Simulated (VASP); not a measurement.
# SiC (P6_3mc) in VASP: single point with PBE

Aim: the single point of SiC with PBE.

Program: VASP 6.6.1. These are calculated values, not measurements. Logs are shortened: lines on timing, memory, paths and dates and some standing lists are left out, and cuts for length are marked.

## (1) The cell of the first run

It takes space group P6_3mc (No. 186, hexagonal). Conventional cell: a = 3.023 Å, b = 3.023 Å, c = 4.963 Å, α = 90.00°, β = 90.00°, γ = 120.00°. Within 2.5 Å of Si (site symmetry 3m) lie 4 C at 1.85 to 1.87 Å. Within 2.5 Å of C (site symmetry 3m) lie 4 Si at 1.85 to 1.87 Å.

## (2) Single point, PBE (volume changed by -5%)

File INCAR:

```
  ALGO = Normal
  EDIFF = 1E-6
  ENCUT = 600
  GGA = PE
  GGA_COMPAT = False
  ISIF = 2
  ISMEAR = 0
  LASPH = True
  LCHARG = False
  LREAL = False
  LWAVE = False
  NBANDS = 16
  NELM = 120
  PREC = Accurate
  SIGMA = 0.01
```

File KPOINTS:

```
k-points
0
Gamma
  6 6 4
```

File POSCAR:

```
SiC
1.0
    3.0232214855      0.0000000000      0.0000000000
   -1.5116107428      2.6181866077      0.0000000000
    0.0000000000      0.0000000000      4.9625304045
Si C
2 2
Direct
    0.3333333333      0.6666666667     -0.0004083989
    0.6666666667      0.3333333333      0.4995916011
    0.3333333333      0.6666666667      0.3754083989
    0.6666666667      0.3333333333      0.8754083989
```

Potentials or basis: VASP PAW PBE potentials, release 64 (Si, C).

Command:

```
> cat potpaw_PBE.64/Si/POTCAR potpaw_PBE.64/C/POTCAR > POTCAR
> mpirun -np 1 vasp_std > vasp.out
```

OUTCAR:

```text
EDIFF = 1E-6
   ENCUT = 600
   GGA = PE
   ISIF = 2
   ISMEAR = 0
   LASPH = True
   LREAL = False
   NELM = 120
   PREC = Accurate

 ion  position               nearest neighbor table
   1  0.333  0.667  1.000-   4 1.85   4 1.85   4 1.85   3 1.87   2 3.03   2 3.03   2 3.03   2 3.03
                             2 3.03   2 3.03
   2  0.667  0.333  0.500-   3 1.85   3 1.85   3 1.85   4 1.87   1 3.03   1 3.03   1 3.03   1 3.03
                             1 3.03   1 3.03
   3  0.333  0.667  0.375-   2 1.85   2 1.85   2 1.85   1 1.87
   4  0.667  0.333  0.875-   1 1.85   1 1.85   1 1.85   2 1.87

  LATTYP: Found a hexagonal cell.
 ALAT       =     3.0232214855
 C/A-ratio  =     1.6414710031

  Lattice vectors:

 A1 = (   3.0232214855,   0.0000000000,   0.0000000000)
 A2 = (  -1.5116107428,   2.6181866077,   0.0000000000)
 A3 = (   0.0000000000,   0.0000000000,   4.9625304045)

Analysis of symmetry for initial positions (statically):
=====================================================================
 Subroutine PRICEL returns:
 Original cell was already a primitive cell.

 Routine SETGRP: Setting up the symmetry group for a
 hexagonal supercell.

 Subroutine GETGRP returns: Found 12 space group operations
 (whereof  6 operations were pure point group operations)
 out of a pool of 24 trial point group operations.

The static configuration has the point symmetry C_3v.
 The point group associated with its full space group is C_6v.

Analysis of symmetry for dynamics (positions and initial velocities):
=====================================================================
 Subroutine PRICEL returns:
 Original cell was already a primitive cell.

 Routine SETGRP: Setting up the symmetry group for a
 hexagonal supercell.

 Subroutine GETGRP returns: Found 12 space group operations
 (whereof  6 operations were pure point group operations)
 out of a pool of 24 trial point group operations.

The dynamic configuration has the point symmetry C_3v.
 The point group associated with its full space group is C_6v.

 Subroutine INISYM returns: Found 12 space group operations
 (whereof  6 operations are pure point group operations),
 and found     1 'primitive' translations

----------------------------------------------------------------------------------------

                                     Primitive cell

  volume of cell :      39.2802

  direct lattice vectors                    reciprocal lattice vectors
     3.023221486  0.000000000  0.000000000     0.330772987  0.190971873  0.000000000
    -1.511610743  2.618186608  0.000000000     0.000000000  0.381943746  0.000000000
     0.000000000  0.000000000  4.962530404     0.000000000  0.000000000  0.201510100

  length of vectors
     3.023221486  3.023221486  4.962530404     0.381943746  0.381943746  0.201510100

  position of ions in fractional coordinates (direct lattice)
     0.333333333  0.666666667  0.999591601
     0.666666667  0.333333333  0.499591601
     0.333333333  0.666666667  0.375408399
     0.666666667  0.333333333  0.875408399

  ion indices of the primitive-cell ions
   primitive index   ion index
                 1           1
                 2           2
                 3           3
                 4           4

----------------------------------------------------------------------------------------

 KPOINTS: k-points

Automatic generation of k-mesh.
 Grid dimensions read from file:
 generate k-points for:    6    6    4

 Generating k-lattice:

  Cartesian coordinates                     Fractional coordinates (reciprocal lattice)
     0.055128831  0.031828645  0.000000000     0.166666667  0.000000000  0.000000000
     0.000000000  0.063657291  0.000000000     0.000000000  0.166666667  0.000000000
     0.000000000  0.000000000  0.050377525     0.000000000  0.000000000  0.250000000

  Length of vectors
     0.063657291  0.063657291  0.050377525

  Shift w.r.t. Gamma in fractional coordinates (k-lattice)
     0.000000000  0.000000000  0.000000000

 Subroutine IBZKPT returns following result:
 ===========================================

 Found     21 irreducible k-points:

 Following reciprocal coordinates:
            Coordinates               Weight
  0.000000  0.000000  0.000000      1.000000
  0.166667 -0.000000  0.000000      6.000000
  0.333333  0.000000  0.000000      6.000000
  0.500000  0.000000  0.000000      3.000000
  0.166667  0.166667  0.000000      6.000000
  0.333333  0.166667  0.000000     12.000000
[... 13 lines left out ...]
  0.333333  0.166667  0.500000     12.000000
  0.333333  0.333333  0.500000      2.000000
   k-points           NKPTS =     21   k-points in BZ     NKDIM =     21   number of bands    NBANDS=     16
   number of dos      NEDOS =    301   number of ions     NIONS =      4
   total plane-waves  NPLWV =  23040
   dimension x,y,z NGX =    24 NGY =   24 NGZ =   40
   dimension x,y,z NGXF=    48 NGYF=   48 NGZF=   80
   ions per type =               2   2
   NGX,Y,Z   is equivalent  to a cutoff of  13.20, 13.20, 13.40 a.u.
   NGXF,Y,Z  is equivalent  to a cutoff of  26.40, 26.40, 26.80 a.u.
 SYSTEM =  unknown system
   PREC   = accura    normal or accurate (medium, high low for compatibility)
   ISTART =      0    job   : 0-new  1-cont  2-samecut
   ICHARG =      2    charge: 1-file 2-atom 10-const
   ISPIN  =      1    spin polarized calculation?
   LNONCOLLINEAR =      F non collinear calculations
   LSORBIT =      F    spin-orbit coupling
   LASPH  =      T    aspherical Exc in radial PAW
   ENCUT  =  600.0 eV  44.10 Ry    6.64 a.u.   6.04  6.04  9.91*2*pi/ulx,y,z
   NELM   =    120;   NELMIN=  2; NELMDL= -5     # of ELM steps
   EDIFF  = 0.1E-05   stopping-criterion for ELM
   LREAL  =      F    real-space projection
   EDIFFG = 0.1E-04   stopping-criterion for IOM
   NSW    =      0    number of steps for IOM
   IBRION =     -1    ionic relax: 0-MD 1-quasi-New 2-CG
   NFREE  =      0    steps in history (QN), initial steepest desc. (CG)
   ISIF   =      2    stress and relaxation
   ISYM   =      2    0-nonsym 1-usesym 2-fastsym
   POTIM  = 0.5000    time-step for ionic-motion
   TEBEG  =    0.0;   TEEND  =   0.0 temperature during run
   PSTRESS=    0.0 pullay stress
   NELECT =      16.0000    total number of electrons
   NUPDOWN=      -1.0000    fix difference up-down
   EMIN   =  10.00;   EMAX   =-10.00  energy-range for DOS
   EFERMI =   0.00;   METHOD = LEGACY
   ISMEAR =     0;   SIGMA  =   0.01  broadening in eV -4-tet -1-fermi 0-gaus
   EFERMI_NEDOS =   21; number of points for ismear=-14 and -15
   IALGO  =     38    algorithm
   IMIX   =      4    mixing-type and parameters
     AMIX     =   0.40;   BMIX     =  1.00
     AMIX_MAG =   1.60;   BMIX_MAG =  1.00
  volume/ion in A,a.u.               =       9.82        66.27
  Fermi-wavevector in a.u.,A,eV,Ry     =   1.213548  2.293273 20.037278  1.472698
  Thomas-Fermi vector in A             =   2.348996
   LORBIT       =      0    0 simple, 1 ext, 2 COOP (PROOUT), +10 PAW based schemes
   GGA     = PE    functional components
   LHFCALC =     F    Hartree Fock is set to
   AEXX    =    0.0000 exact exchange contribution
   IVDW    =     0    specifies the selected vdW correction
   LEPSILON=     F    determine dielectric tensor
   LRPA    =     F    only Hartree local field effects (RPA)
 non-spin polarized calculation
 Gauss-broadening in eV      SIGMA  =   0.01
  energy-cutoff  :      600.00
  volume of cell :       39.28
 maximum number of plane-waves:      1332
   NGX = 13   NGY = 13   NGZ = 19

 number of electron      15.9999999 magnetization

 Free energy of the ion-electron system (eV)
  ---------------------------------------------------
  ext. energy  EPLUGINS =         0.00000000
  ---------------------------------------------------
  free energy    TOTEN  =       -29.97125759 eV

  energy without entropy =      -29.97125759  energy(sigma->0) =      -29.97125759

 E-fermi :   8.9615     XC(G=0): -11.5762

 val. band max:        8.8606126192   @ k =   0.0000   0.0000   0.0000
 cond. band min:      11.0374551456   @ k =   0.3333   0.3333   0.0000
 fundamental gap:      2.1768425264
 Fermi energy:         8.9614876453

 k-point     1 :       0.0000    0.0000    0.0000
  band No.  band energies     occupation
      1      -7.1295      2.00000
      2      -3.3672      2.00000
      3      -0.1422      2.00000
      4       7.5210      2.00000
      5       7.5210      2.00000
      6       8.7453      2.00000
[... 8 lines left out ...]
     15      18.1841      0.00000
     16      20.5773      0.00000

 k-point     2 :       0.1667   -0.0000    0.0000
  band No.  band energies     occupation
      1      -6.6303      2.00000
      2      -2.9484      2.00000
      3       0.3211      2.00000
      4       5.2903      2.00000
      5       6.8008      2.00000
      6       7.2864      2.00000
[... 8 lines left out ...]
     15      18.7226      0.00000
     16      19.0683      0.00000

 k-point     3 :       0.3333    0.0000    0.0000
  band No.  band energies     occupation
      1      -5.1993      2.00000
      2      -1.9503      2.00000
      3       1.2828      2.00000
      4       2.3695      2.00000
      5       4.4356      2.00000
      6       5.8184      2.00000
[... 8 lines left out ...]
     15      20.1864      0.00000
     16      21.5237      0.00000

 k-point     4 :       0.5000    0.0000    0.0000
  band No.  band energies     occupation
      1      -3.6326      2.00000
      2      -2.1462      2.00000
      3       0.9544      2.00000
      4       2.4412      2.00000
      5       3.2453      2.00000
      6       5.4245      2.00000
[... 8 lines left out ...]
     15      19.6845      0.00000
     16      21.7179      0.00000
[... 267 lines left out ...]
 k-point    19 :       0.1667    0.1667    0.5000
  band No.  band energies     occupation
      1      -4.4683      2.00000
      2      -4.4683      2.00000
      3       3.4217      2.00000
      4       3.4217      2.00000
      5       5.7256      2.00000
      6       5.7256      2.00000
[... 8 lines left out ...]
     15      19.5225      0.00000
     16      19.5225      0.00000

 k-point    20 :       0.3333    0.1667    0.5000
  band No.  band energies     occupation
      1      -2.9093      2.00000
      2      -2.9093      2.00000
      3       1.1853      2.00000
      4       1.1853      2.00000
      5       4.6089      2.00000
      6       4.6089      2.00000
[... 8 lines left out ...]
     15      21.0761      0.00000
     16      21.0761      0.00000

 k-point    21 :       0.3333    0.3333    0.5000
  band No.  band energies     occupation
      1      -2.0839      2.00000
      2      -2.0839      2.00000
      3       0.9478      2.00000
      4       0.9478      2.00000
      5       2.9578      2.00000
      6       2.9578      2.00000
[... 8 lines left out ...]
     15      20.7675      0.00000
     16      20.7675      0.00000

------------------------ aborting loop because EDIFF is reached ----------------------------------------

  FORCE on cell =-STRESS in cart. coord.  units (eV):
  Direction    XX          YY          ZZ          XY          YZ          ZX
  --------------------------------------------------------------------------------------
  -------------------------------------------------------------------------------------
  Total        4.0119581      4.0119581      3.8407547     -0.0000000      0.0000000     -0.0000000
  in kB      163.6414139    163.6414139    156.6582983     -0.0000000      0.0000000     -0.0000000
  external PRESSURE =     161.3137087 kB  Pullay stress =       0.0000000 kB

 VOLUME and BASIS-vectors are now :
 -----------------------------------------------------------------------------
  energy-cutoff  :      600.00
  volume of cell :       39.28
      direct lattice vectors                 reciprocal lattice vectors
     3.023221486  0.000000000  0.000000000     0.330772987  0.190971873  0.000000000
    -1.511610743  2.618186608  0.000000000     0.000000000  0.381943746  0.000000000
     0.000000000  0.000000000  4.962530404     0.000000000  0.000000000  0.201510100

 POSITION                                       TOTAL-FORCE (eV/Angst)
 -----------------------------------------------------------------------------------
     -0.00000      1.74546      4.96050        -0.000000      0.000000      0.004644
      1.51161      0.87273      2.47924        -0.000000      0.000000      0.004644
     -0.00000      1.74546      1.86298         0.000000     -0.000000     -0.004644
      1.51161      0.87273      4.34424        -0.000000      0.000000     -0.004644
 -----------------------------------------------------------------------------------
    total drift:                               -0.000000      0.000000     -0.000236

  FREE ENERGIE OF THE ION-ELECTRON SYSTEM (eV)
  ---------------------------------------------------
  free  energy   TOTEN  =       -29.9712575950 eV

  energy  without entropy=      -29.9712575950  energy(sigma->0) =      -29.97125759
```

Wall time 7.7 s (1 thread of Intel Xeon Platinum 8488C (Sapphire Rapids), shared host); peak memory 0.15 GiB.

Results:

```yaml
Free_energy: -29.9713 eV
Pressure: 16.1 GPa
Largest_force: 0.005 eV/Å
Band_gap_on_the_k_mesh: 2.18 eV, indirect (least direct gap 4.07 eV)
```

Forces in eV/Å, atoms in the order of the input:
```
Si   0.000  0.000  0.005
Si   0.000  0.000  0.005
C    0.000  0.000 -0.005
C    0.000  0.000 -0.005
```

Stress tensor (GPa, compression positive):
```
16.36  0.00  0.00
 0.00 16.36  0.00
 0.00  0.00 15.67
```

 A k mesh can miss the band edges.
